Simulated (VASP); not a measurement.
**V: single point with PBEsol+D4+U**

The system is V.

```xyz
1
Lattice="-0.0174 1.8443 1.9043 1.8762 -0.0437 1.9306 1.8646 1.8590 -0.0322" Properties=species:S:1:pos:R:3 pbc="T T T"
V    -0.0317    0.0019    0.0000
```

This cell differs from its parent crystal: the cell strained at random.

```json
{"Program": "VASP 6.6.1", "Task": "single point", "Functional": "PBEsol", "Dispersion": "D4", "Potentials or basis": "VASP PAW PBE potentials, release 64 (V_sv)", "Cutoff": "520 eV", "k mesh": "12 × 12 × 12", "Occupations": "fermi-dirac, width 0.15 eV", "Spin": "collinear spin, ferromagnetic start", "Starting moments": "[2.0] μB", "Hubbard terms": "V d U = 6.0 eV", "Dipole correction": "no", "Further INCAR settings": "ALGO = Normal; EDIFF = 1e-06; NBANDS = 16"}
```

The pressure is 34.9 GPa. The net moment is 1.73 μB per cell. The site moments are V +1.60 μB and the valence electrons inside the program's atomic spheres are V 11.62. The dispersion energy per atom is -0.188 eV.

Stress tensor (GPa, compression positive):
```
33.81 -3.10 -3.83
-3.10 32.63 -1.81
-3.83 -1.81 38.13
```

Levels at points of the mesh, in eV from the Fermi level:
Spin up:
```tsv
k point	band 3	band 4	band 5	band 6	band 7	band 8	band 9	band 10	band 11	band 12
(0.00, 0.00, 0.00)	-38.69	-38.66	-8.19	-3.32	-2.88	-0.17	2.09	2.57	16.41	21.01
(0.50, 0.00, 0.00)	-38.83	-38.79	-5.74	-2.65	-0.33	0.58	2.33	2.74	7.17	15.54
(0.00, 0.50, 0.00)	-38.78	-38.77	-5.81	-2.52	-0.61	0.14	2.39	3.12	6.82	15.84
(0.50, 0.50, 0.00)	-38.99	-38.96	-5.32	-3.83	0.30	1.75	2.58	3.64	11.06	12.62
(0.00, 0.00, 0.50)	-38.80	-38.78	-5.67	-2.10	-0.48	-0.47	2.40	2.97	7.17	15.74
(0.50, 0.00, 0.50)	-39.04	-38.97	-4.82	-3.62	0.22	1.98	2.39	3.43	11.86	12.20
(0.00, 0.50, 0.50)	-39.06	-38.95	-5.03	-3.64	0.17	2.21	2.32	3.54	11.75	11.75
(0.50, 0.50, 0.50)	-38.83	-38.81	-4.24	-1.60	-1.43	-0.14	1.57	1.94	8.66	15.38
```
Spin down:
```tsv
k point	band 2	band 3	band 4	band 5	band 6	band 7	band 8	band 9	band 10	band 11
(0.00, 0.00, 0.00)	-37.38	-37.16	-37.01	-7.46	1.57	2.32	2.51	3.77	3.96	17.17
(0.50, 0.00, 0.00)	-38.00	-37.45	-37.26	-2.40	0.35	1.60	1.78	4.94	5.56	10.55
(0.00, 0.50, 0.00)	-38.02	-37.40	-37.19	-2.38	0.03	1.76	1.87	4.67	5.57	10.29
(0.50, 0.50, 0.00)	-38.10	-37.54	-37.32	-2.62	-0.78	2.52	4.94	5.18	6.11	12.42
(0.00, 0.00, 0.50)	-38.10	-37.46	-37.10	-2.50	0.14	1.79	1.93	4.97	5.36	10.35
(0.50, 0.00, 0.50)	-38.09	-37.55	-37.42	-2.67	-1.34	3.27	5.04	5.51	6.30	12.96
(0.00, 0.50, 0.50)	-38.09	-37.50	-37.45	-2.66	-1.22	3.18	5.09	5.31	6.32	12.60
(0.50, 0.50, 0.50)	-38.32	-37.31	-37.13	-2.85	0.47	1.70	1.99	5.50	5.77	10.11
```

Eigenvalues of the final occupation matrices:
| site | spin | trace | eigenvalues |
| --- | --- | --- | --- |
| site 1 d | 1 | 2.29 | 0.19 0.21 0.37 0.75 0.77 |
| site 1 d | 2 | 0.72 | 0.10 0.12 0.13 0.14 0.23 |

It took 8.7 min on 1 thread of AMD EPYC 9R45 96-Core Processor (Zen 5), with other jobs on the host, peak memory 0.34 GiB.

Caveat: the cell differs from its parent crystal (the cell strained at random); the cell stands under pressure; the PAW data sets were made with another functional, which shifts forces and pressure a little; the U is typed as a test and isn't derived for this compound. The state reached can hang on the start; a lower one may exist.
